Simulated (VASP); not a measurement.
# Tl (Im-3m) in VASP: a series of runs

Runs on Tl. Level: r2SCAN. Tasks: single point, relaxation of cell and atoms.

All numbers are computed with VASP 6.6.1; they aren't measurements. Logs are shortened: lines on timing, memory, paths and dates and some standing lists are left out, and cuts for length are marked.

### 1 The cell of the first run

The structure is cubic, space group Im-3m (No. 229). The conventional cell has a = 3.921 Å, b = 3.921 Å, c = 3.921 Å, α = 90.00°, β = 90.00°, γ = 90.00°. Tl (site symmetry m-3m) has 14 Tl at 3.40 to 3.92 Å within 4.5 Å.

This isn't the form of Tl at room conditions, which is hcp.

### 2 Single point, r2SCAN

Input file POSCAR:

```
Tl
1.0
    1.9604924190      1.9604924190      1.9604924190
   -1.9604924190      1.9604924190      1.9604924190
   -1.9604924190     -1.9604924190      1.9604924190
Tl
1
Direct
    0.0000000000      0.0000000000      0.0000000000
```

Input file INCAR.step1:

```
SYSTEM = Tl
PREC = Accurate ; ENCUT = 520
ISMEAR = -1 ; SIGMA = 0.05
LREAL = .FALSE. ; LASPH = .TRUE.
NELM = 60 ; NBANDS = 12
GGA = PE ; ALGO = Normal
EDIFF = 1E-4 ; LWAVE = .TRUE.
LCHARG = .FALSE.
```

Input file INCAR.step2:

```
SYSTEM = Tl
PREC = Accurate ; ENCUT = 520
EDIFF = 1E-6 ; ISMEAR = -1
SIGMA = 0.05 ; LREAL = .FALSE.
LASPH = .TRUE. ; NELM = 60
ALGO = Normal ; ISIF = 2
LWAVE = .FALSE. ; LCHARG = .TRUE.
METAGGA = R2SCAN ; LMIXTAU = .TRUE.
LELF = .TRUE. ; LVHAR = .TRUE.
NBANDS = 12 ; ISTART = 1
```

Input file KPOINTS:

```
Automatic mesh
0
G
  6 6 6
  0 0 0
```

Potentials or basis: VASP PAW PBE potentials, release 64 (Tl_d).

Started as:

```sh
$ cat potpaw_PBE.64/Tl_d/POTCAR > POTCAR
$ cp INCAR.step1 INCAR
$ mpirun -np 1 vasp_std > vasp.out
$ cp INCAR.step2 INCAR
$ mpirun -np 1 vasp_std > vasp.out
```

OUTCAR:

```text
SYSTEM = Tl
   PREC = Accurate
   ENCUT = 520
   EDIFF = 1E-6
   ISMEAR = -1
   LREAL = .FALSE.
   LASPH = .TRUE.
   NELM = 60
   ISIF = 2
   METAGGA = R2SCAN
   ISTART = 1

 ion  position               nearest neighbor table
   1  0.000  0.000  0.000-

  LATTYP: Found a body centered cubic cell.
 ALAT       =     3.9209848380

  Lattice vectors:

 A1 = (   1.9604924190,  -1.9604924190,  -1.9604924190)
 A2 = (   1.9604924190,   1.9604924190,   1.9604924190)
 A3 = (  -1.9604924190,  -1.9604924190,   1.9604924190)

Analysis of symmetry for initial positions (statically):
=====================================================================
 Subroutine PRICEL returns:
 Original cell was already a primitive cell.

 Routine SETGRP: Setting up the symmetry group for a
 body centered cubic supercell.

 Subroutine GETGRP returns: Found 48 space group operations
 (whereof 48 operations were pure point group operations)
 out of a pool of 48 trial point group operations.

The static configuration has the point symmetry O_h .

Analysis of symmetry for dynamics (positions and initial velocities):
=====================================================================
 Subroutine PRICEL returns:
 Original cell was already a primitive cell.

 Routine SETGRP: Setting up the symmetry group for a
 body centered cubic supercell.

 Subroutine GETGRP returns: Found 48 space group operations
 (whereof 48 operations were pure point group operations)
 out of a pool of 48 trial point group operations.

The dynamic configuration has the point symmetry O_h .

 Subroutine INISYM returns: Found 48 space group operations
 (whereof 48 operations are pure point group operations),
 and found     1 'primitive' translations

----------------------------------------------------------------------------------------

                                     Primitive cell

  volume of cell :      30.1408

  direct lattice vectors                    reciprocal lattice vectors
     1.960492419  1.960492419  1.960492419     0.255037967  0.000000000  0.255037967
    -1.960492419  1.960492419  1.960492419    -0.255037967  0.255037967  0.000000000
    -1.960492419 -1.960492419  1.960492419     0.000000000 -0.255037967  0.255037967

  length of vectors
     3.395672478  3.395672478  3.395672478     0.360678151  0.360678151  0.360678151

  position of ions in fractional coordinates (direct lattice)
     0.000000000  0.000000000  0.000000000

  ion indices of the primitive-cell ions
   primitive index   ion index
                 1           1

----------------------------------------------------------------------------------------

 KPOINTS: Automatic mesh

Automatic generation of k-mesh.
 Grid dimensions read from file:
 generate k-points for:    6    6    6

 Generating k-lattice:

  Cartesian coordinates                     Fractional coordinates (reciprocal lattice)
     0.042506328  0.000000000  0.042506328     0.166666667  0.000000000  0.000000000
    -0.042506328  0.042506328  0.000000000     0.000000000  0.166666667  0.000000000
     0.000000000 -0.042506328  0.042506328     0.000000000  0.000000000  0.166666667

  Length of vectors
     0.060113025  0.060113025  0.060113025

  Shift w.r.t. Gamma in fractional coordinates (k-lattice)
     0.000000000  0.000000000  0.000000000

 Subroutine IBZKPT returns following result:
 ===========================================

 Found     16 irreducible k-points:

 Following reciprocal coordinates:
            Coordinates               Weight
  0.000000  0.000000  0.000000      1.000000
  0.166667  0.000000  0.000000     12.000000
  0.333333  0.000000  0.000000     12.000000
  0.500000  0.000000  0.000000      6.000000
  0.333333  0.166667  0.000000     24.000000
  0.500000  0.166667  0.000000     48.000000
[... 8 lines left out ...]
  0.500000  0.333333  0.333333     12.000000
  0.500000  0.500000  0.500000      1.000000
   k-points           NKPTS =     16   k-points in BZ     NKDIM =     16   number of bands    NBANDS=     12
   number of dos      NEDOS =    301   number of ions     NIONS =      1
   total plane-waves  NPLWV =  21952
   dimension x,y,z NGX =    28 NGY =   28 NGZ =   28
   dimension x,y,z NGXF=    56 NGYF=   56 NGZF=   56
   ions per type =               1
   NGX,Y,Z   is equivalent  to a cutoff of  13.71, 13.71, 13.71 a.u.
   NGXF,Y,Z  is equivalent  to a cutoff of  27.42, 27.42, 27.42 a.u.
 SYSTEM =  Tl
   PREC   = accura    normal or accurate (medium, high low for compatibility)
   ISTART =      1    job   : 0-new  1-cont  2-samecut
   ICHARG =      0    charge: 1-file 2-atom 10-const
   ISPIN  =      1    spin polarized calculation?
   LNONCOLLINEAR =      F non collinear calculations
   LSORBIT =      F    spin-orbit coupling
   LASPH  =      T    aspherical Exc in radial PAW
   ENCUT  =  520.0 eV  38.22 Ry    6.18 a.u.   6.31  6.31  6.31*2*pi/ulx,y,z
   NELM   =     60;   NELMIN=  2; NELMDL=  0     # of ELM steps
   EDIFF  = 0.1E-05   stopping-criterion for ELM
   LREAL  =      F    real-space projection
   EDIFFG = 0.1E-04   stopping-criterion for IOM
   NSW    =      0    number of steps for IOM
   IBRION =     -1    ionic relax: 0-MD 1-quasi-New 2-CG
   NFREE  =      0    steps in history (QN), initial steepest desc. (CG)
   ISIF   =      2    stress and relaxation
   ISYM   =      2    0-nonsym 1-usesym 2-fastsym
   POTIM  = 0.5000    time-step for ionic-motion
   TEBEG  =    0.0;   TEEND  =   0.0 temperature during run
   PSTRESS=    0.0 pullay stress
   NELECT =      13.0000    total number of electrons
   NUPDOWN=      -1.0000    fix difference up-down
   EMIN   =  10.00;   EMAX   =-10.00  energy-range for DOS
   EFERMI =   0.00;   METHOD = LEGACY
   ISMEAR =    -1;   SIGMA  =   0.05  broadening in eV -4-tet -1-fermi 0-gaus
   EFERMI_NEDOS =   21; number of points for ismear=-14 and -15
   IALGO  =     38    algorithm
   IMIX   =      4    mixing-type and parameters
     AMIX     =   0.40;   BMIX     =  1.00
     AMIX_MAG =   1.60;   BMIX_MAG =  1.00
  volume/ion in A,a.u.               =      30.14       203.40
  Fermi-wavevector in a.u.,A,eV,Ry     =   1.236908  2.337417 20.816121  1.529942
  Thomas-Fermi vector in A             =   2.371497
   LORBIT       =      0    0 simple, 1 ext, 2 COOP (PROOUT), +10 PAW based schemes
   METAGGA = R2SCAN    functional components
   LHFCALC =     F    Hartree Fock is set to
   AEXX    =    0.0000 exact exchange contribution
   IVDW    =     0    specifies the selected vdW correction
   LEPSILON=     F    determine dielectric tensor
   LRPA    =     F    only Hartree local field effects (RPA)
 non-spin polarized calculation
  energy-cutoff  :      520.00
  volume of cell :       30.14
 maximum number of plane-waves:       856
 NGX is ok and might be reduce to    28
   NGX = 13   NGY = 13   NGZ = 13

 number of electron      13.0000004 magnetization

 Free energy of the ion-electron system (eV)
  ---------------------------------------------------
  ext. energy  EPLUGINS =         0.00000000
  ---------------------------------------------------
  free energy    TOTEN  =       -53.16504410 eV

  energy without entropy =      -53.15511328  energy(sigma->0) =      -53.16007869

 E-fermi :   5.8566     XC(G=0): -10.5340

 val. band max:        5.8343711756   @ k =   0.5000   0.3333   0.1667
 cond. band min:       6.0287003944   @ k =   0.5000   0.3333   0.3333
 fundamental gap:      0.1943292187
 Fermi energy:         5.8566113060

 k-point     1 :       0.0000    0.0000    0.0000
  band No.  band energies     occupation
      1      -6.1714      2.00000
      2      -6.1714      2.00000
      3      -6.1714      2.00000
      4      -5.7773      2.00000
      5      -5.7773      2.00000
      6      -4.0893      2.00000
      7      16.5715      0.00000
      8      16.5715      0.00000
      9      16.5715      0.00000
     10      18.9225      0.00000
     11      18.9225      0.00000
     12      18.9225      0.00000

 k-point     2 :       0.1667    0.0000    0.0000
  band No.  band energies     occupation
      1      -6.2127      2.00000
      2      -6.1523      2.00000
      3      -6.0176      2.00000
      4      -5.8167      2.00000
      5      -5.7783      2.00000
      6      -3.4564      2.00000
      7      12.2783      0.00000
      8      14.8643      0.00000
      9      15.5081      0.00000
     10      17.5126      0.00000
     11      18.3544      0.00000
     12      19.1311      0.00000

 k-point     3 :       0.3333    0.0000    0.0000
  band No.  band energies     occupation
      1      -6.2941      2.00000
      2      -6.2197      2.00000
      3      -5.8262      2.00000
      4      -5.7787      2.00000
      5      -5.6912      2.00000
      6      -1.5359      2.00000
      7       6.8644      0.00000
      8      12.6473      0.00000
      9      13.9158      0.00000
     10      16.5450      0.00000
     11      17.7094      0.00000
     12      20.9430      0.00000
[... 166 lines left out ...]
 k-point    15 :       0.5000    0.3333    0.3333
  band No.  band energies     occupation
      1      -6.2606      2.00000
      2      -6.2180      2.00000
      3      -5.7853      2.00000
      4      -5.6990      2.00000
      5      -5.5652      2.00000
      6       2.5213      2.00000
      7       6.0287      0.06203
      8       8.2867      0.00000
      9       9.4103      0.00000
     10      14.0877      0.00000
     11      14.9882      0.00000
     12      23.3389      0.00000

 k-point    16 :       0.5000    0.5000    0.5000
  band No.  band energies     occupation
      1      -6.3452      2.00000
      2      -6.3452      2.00000
      3      -5.5811      2.00000
      4      -5.5811      2.00000
      5      -5.5811      2.00000
      6       3.9729      2.00000
      7       7.4902      0.00000
      8       7.4902      0.00000
      9       7.4902      0.00000
     10      12.7753      0.00000
     11      12.7753      0.00000
     12      24.8910      0.00000

------------------------ aborting loop because EDIFF is reached ----------------------------------------

  FORCE on cell =-STRESS in cart. coord.  units (eV):
  Direction    XX          YY          ZZ          XY          YZ          ZX
  --------------------------------------------------------------------------------------
  -------------------------------------------------------------------------------------
  Total       -0.0026777     -0.0026777     -0.0026777     -0.0000000     -0.0000000      0.0000000
  in kB       -0.1423375     -0.1423375     -0.1423375     -0.0000000     -0.0000000      0.0000000
  external PRESSURE =      -0.1423375 kB  Pullay stress =       0.0000000 kB

 VOLUME and BASIS-vectors are now :
 -----------------------------------------------------------------------------
  energy-cutoff  :      520.00
  volume of cell :       30.14
      direct lattice vectors                 reciprocal lattice vectors
     1.960492419  1.960492419  1.960492419     0.255037967  0.000000000  0.255037967
    -1.960492419  1.960492419  1.960492419    -0.255037967  0.255037967  0.000000000
    -1.960492419 -1.960492419  1.960492419     0.000000000 -0.255037967  0.255037967

 POSITION                                       TOTAL-FORCE (eV/Angst)
 -----------------------------------------------------------------------------------
      0.00000      0.00000      0.00000         0.000000     -0.000000      0.000000
 -----------------------------------------------------------------------------------
    total drift:                               -0.000000      0.000000     -0.000000

  FREE ENERGIE OF THE ION-ELECTRON SYSTEM (eV)
  ---------------------------------------------------
  free  energy   TOTEN  =       -53.1650440978 eV

  energy  without entropy=      -53.1551132757  energy(sigma->0) =      -53.16007869
```

It took 44 s on 1 thread of Intel Xeon Platinum 8259CL at 2.50GHz (Skylake/Cascade Lake), shared host; peak memory 0.16 GiB.

Results:

```
Free energy            : -53.1650 eV
Pressure               : 0.0 GPa
Band gap on the k mesh : zero (an odd number of electrons rules out a gap without spin polarisation)
```

Caveat: the k points lie up to 0.38 Å⁻¹ apart, too coarse for converged energies and pressures of a metal; the PAW data sets were made with another functional, which shifts forces and pressure a little; spin-orbit coupling is left out, which moves the levels of the heavy elements.

### 3 Relaxation of cell and atoms, r2SCAN

This run uses another cell than the first one, of 28.53 Å³/atom.

Input file POSCAR:

```
Tl
1.0
    1.9250000000      1.9250000000      1.9250000000
   -1.9250000000      1.9250000000      1.9250000000
   -1.9250000000     -1.9250000000      1.9250000000
Tl
1
Direct
    0.0000000000      0.0000000000      0.0000000000
```

Input file INCAR.step1:

```
SYSTEM = Tl
PREC = Accurate
ENCUT = 600
ISMEAR = -1
SIGMA = 0.05
LREAL = .False.
LASPH = .True.
NELM = 60
GGA = PE
ALGO = Normal
EDIFF = 1E-4
LWAVE = .True.
LCHARG = .False.
```

Input file INCAR.step2:

```
SYSTEM = Tl
PREC = Accurate
ENCUT = 600
EDIFF = 1E-7
ISMEAR = -1
SIGMA = 0.05
LREAL = .False.
LASPH = .True.
NELM = 60
ALGO = Normal
ISIF = 3
LWAVE = .False.
LCHARG = .False.
METAGGA = R2SCAN
LMIXTAU = .True.
IBRION = 2
NSW = 80
EDIFFG = -0.02
ISTART = 1
```

Input file KPOINTS:

```
Automatic mesh
0
Gamma
  6 6 6
  0 0 0
```

Potentials or basis: VASP PAW PBE potentials, release 64 (Tl_d).

Started as:

```sh
$ cat potpaw_PBE.64/Tl_d/POTCAR > POTCAR
$ cp INCAR.step1 INCAR
$ mpirun -np 1 vasp_std > vasp.out
$ cp INCAR.step2 INCAR
$ mpirun -np 1 vasp_std > vasp.out
```

Wall time 90 s (1 thread of Intel Xeon Platinum 8259CL at 2.50GHz (Skylake/Cascade Lake), shared host); peak memory 0.17 GiB.

The run converged. Its results:

- Free energy: -53.1644 eV
- Relaxed volume: 30.10 Å³/atom
- Relaxed cell: a = 3.394 Å, b = 3.394 Å, c = 3.394 Å, α = 70.53°, β = 109.47°, γ = 70.53°
- Space group after relaxing (to 0.1 Å): Im-3m (No. 229)
- Energy gained by relaxing: 10.1 meV/atom
- Ionic steps: 2
- Pressure after relaxing: 0.1 GPa
- Band gap on the k mesh: zero (an odd number of electrons rules out a gap without spin polarisation)

The path:
| step | energy change (eV) | largest force (eV/Å) | pressure (GPa) | volume (Å³) |
| --- | --- | --- | --- | --- |
| 1 | 0.0000 | 0.0000 | 2.10 | 28.53 |
| 2 | -0.0101 | 0.0000 | 0.08 | 30.10 |

Final structure:
```xyz
1
Lattice="1.9597 1.9597 1.9597 -1.9597 1.9597 1.9597 -1.9597 -1.9597 1.9597" Properties=species:S:1:pos:R:3 pbc="T T T"
Tl   -1.9597    1.9597    1.9597
```

Levels at points of the mesh, in eV from the Fermi level:
| k point | band 4 | band 5 | band 6 | band 7 | band 8 | band 9 |
| --- | --- | --- | --- | --- | --- | --- |
| (0.00, 0.00, 0.00) | -11.63 | -11.63 | -9.95 | 10.73 | 10.73 | 10.73 |
| (0.50, 0.00, 0.00) | -11.64 | -11.37 | -5.17 | -2.43 | 5.92 | 7.45 |
| (0.50, 0.50, 0.50) | -11.44 | -11.44 | -1.88 | 1.63 | 1.63 | 1.63 |

Caveat: the k points lie up to 0.38 Å⁻¹ apart in the final cell, too coarse for converged energies and pressures of a metal; the PAW data sets were made with another functional, which shifts forces and pressure a little; spin-orbit coupling is left out, which moves the levels of the heavy elements.

### 4 Relaxation of cell and atoms, r2SCAN, target pressure 5 GPa, at which the enthalpy is minimised

This run uses another cell than the first one, of 28.53 Å³/atom.

POSCAR is that of step 3.

Input file INCAR.step1:

```
SYSTEM = Tl
ALGO     = Normal         ! electronic algorithm
EDIFF    = 1E-4           ! SCF threshold, eV
ENCUT    = 600            ! plane-wave cutoff, eV
GGA      = PE             ! functional
ISMEAR   = -1             ! smearing method
LASPH    = .True.         ! aspherical terms in the spheres
LCHARG   = .False.        ! write CHGCAR
LREAL    = .False.        ! projectors in reciprocal space
LWAVE    = .True.         ! write WAVECAR
NELM     = 60             ! most SCF steps
PREC     = Accurate       ! precision mode
SIGMA    = 0.05           ! smearing width, eV
```

Input file INCAR.step2:

```
SYSTEM = Tl
ALGO     = Normal         ! electronic algorithm
EDIFF    = 1E-6           ! SCF threshold, eV
EDIFFG   = -0.02          ! ionic threshold
ENCUT    = 600            ! plane-wave cutoff, eV
IBRION   = 2              ! ionic algorithm
ISIF     = 3              ! what is computed and relaxed
ISMEAR   = -1             ! smearing method
ISTART   = 1            
LASPH    = .True.         ! aspherical terms in the spheres
LCHARG   = .False.        ! write CHGCAR
LMIXTAU  = .True.       
LREAL    = .False.        ! projectors in reciprocal space
LWAVE    = .False.        ! write WAVECAR
METAGGA  = R2SCAN         ! meta-GGA
NELM     = 60             ! most SCF steps
NSW      = 80             ! ionic steps
PREC     = Accurate       ! precision mode
PSTRESS  = 50.0         
SIGMA    = 0.05           ! smearing width, eV
```

Input file KPOINTS:

```
k-points
0
Gamma
  6 6 6
  0 0 0
```

Started as:

```sh
$ cat potpaw_PBE.64/Tl_d/POTCAR > POTCAR
$ cp INCAR.step1 INCAR
$ mpirun -np 1 vasp_std > vasp.out
$ cp INCAR.step2 INCAR
$ mpirun -np 1 vasp_std > vasp.out
```

Run time: 94 s. Hardware: 1 thread of Intel Xeon Platinum 8259CL at 2.50GHz (Skylake/Cascade Lake), shared host; peak memory 0.17 GiB.

The run converged. Its results:

* Free energy: -53.1188 eV
* Relaxed volume: 26.90 Å³/atom
* Relaxed cell: a = 3.269 Å, b = 3.269 Å, c = 3.269 Å, α = 70.53°, β = 109.47°, γ = 70.53°
* Space group after relaxing (to 0.1 Å): Im-3m (No. 229)
* Energy change on relaxing (the run minimises the enthalpy): +35.5 meV/atom
* Ionic steps: 3
* Pressure after relaxing: 5.0 GPa
* Band gap on the k mesh: zero (an odd number of electrons rules out a gap without spin polarisation)

Step by step:
```
step  energy change (eV)  largest force (eV/Å)  pressure (GPa)  volume (Å³)
   1              0.0000                0.0000            2.09        28.53
   2              0.0510                0.0000            5.98        26.44
   3              0.0355                0.0000            5.01        26.90
```

Final structure:
```
Tl
1.0
     1.88748    1.88748    1.88748
    -1.88748    1.88748    1.88748
    -1.88748   -1.88748    1.88748
Tl
1
Direct
  0.00000 0.00000 0.00000
```

Levels at points of the mesh, in eV from the Fermi level:
```
           k point  band 3  band 4  band 5  band 6  band 7  band 8  band 9  band 10
(0.00, 0.00, 0.00)  -12.17  -11.65  -11.65  -10.71   12.05   12.05   12.05    13.40
(0.50, 0.00, 0.00)  -11.68  -11.65  -11.30   -5.03   -2.86    6.48    7.92    11.42
(0.50, 0.50, 0.50)  -11.39  -11.39  -11.39   -1.13    1.66    1.66    1.66     7.38
```

Caveat: the k points lie up to 0.39 Å⁻¹ apart in the final cell, too coarse for converged energies and pressures of a metal; the cell is relaxed towards a set pressure, so the run minimises the enthalpy, not the energy; the PAW data sets were made with another functional, which shifts forces and pressure a little; spin-orbit coupling is left out, which moves the levels of the heavy elements.

[end of part 1 of 2]
